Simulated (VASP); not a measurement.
Input of a VASP 6.6.1 run:

The input POSCAR:

```
GaP
1.0
    0.0000000000      2.7253992965      2.7253992965
    2.7253992965      0.0000000000      2.7253992965
    2.7253992965      2.7253992965      0.0000000000
Ga P
1 1
Direct
    0.0000000000      0.0000000000      0.0000000000
    0.2500000000      0.2500000000      0.2500000000
```

The input INCAR.step1:

```
SYSTEM = GaP
PREC = Accurate
ENCUT = 520
ISMEAR = 0
SIGMA = 0.01
LREAL = .False.
LASPH = .True.
NELM = 80
NBANDS = 16
GGA = PE
ALGO = Normal
EDIFF = 1E-4
LWAVE = .True.
LCHARG = .False.
```

File INCAR.step2:

```
SYSTEM = GaP
PREC = Accurate
ENCUT = 520
EDIFF = 1E-6
ISMEAR = 0
SIGMA = 0.01
LREAL = .False.
LASPH = .True.
NELM = 80
ALGO = Normal
ISIF = 2
LWAVE = .False.
LCHARG = .False.
METAGGA = R2SCAN
LMIXTAU = .True.
NBANDS = 16
ISTART = 1
```

The input KPOINTS:

```
regular mesh
0
Gamma
  6 6 6
  0 0 0
```

Potentials or basis: VASP PAW PBE potentials, release 64 (Ga_d, P).

Run with:

```bash
$ cat potpaw_PBE.64/Ga_d/POTCAR potpaw_PBE.64/P/POTCAR > POTCAR
$ cp INCAR.step1 INCAR
$ mpirun -np 1 vasp_std > vasp.out
$ cp INCAR.step2 INCAR
$ mpirun -np 1 vasp_std > vasp.out
```

(1) Estimate the band gap on the k mesh.

(2) What does it give for the pressure?

Answers

(1) 1.91 eV, indirect (least direct gap 2.34 eV).

(2) 0.0 GPa.

Caveat: the PAW data sets were made with another functional, which shifts forces and pressure a little.
